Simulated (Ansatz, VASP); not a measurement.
**Two plane-wave programs on ZrB2**

```
Zr B
1.0
     3.22830    0.00000    0.00000
    -1.61415    2.79579    0.00000
     0.00000    0.00000    3.52000
Zr B
1 2
Cartesian
  0.0000 0.0000 0.0000
  0.0000 1.8639 1.7600
  1.6141 0.9319 1.7600
```

Change from the starting cell: equal xx and yy strain of +2 %, PAW files.

Alike in both runs: task electric field gradients; functional LDA; k mesh 13 × 13 × 10; occupations fermi-dirac, width 0.03 eV; no spin polarisation.

```csv
,VASP,Ansatz
version,VASP 6.6.1,Ansatz 0.2.0
potentials or method,"VASP PAW LDA potentials, release 64 (Zr_sv, B)","PAW with Ansatz's default frozen-core files, scalar-relativistic"
plane-wave cutoff (eV),520,420
valence electrons in the cell,18,18
```

|  | VASP | Ansatz | Ansatz less VASP |
| --- | --- | --- | --- |
| pressure (GPa) | -15.6 | -16.0 | -0.40 |
| traceless stress, the component that is largest in VASP (GPa) | 5.34 | 5.32 | -0.028 |
| size of Vzz on the site where it differs most (V/Å²) | 41.0 | 43.1 | +2.14 |

LDA's correlation is that of Perdew and Zunger in VASP and of Perdew and Wang (1992) in Ansatz.
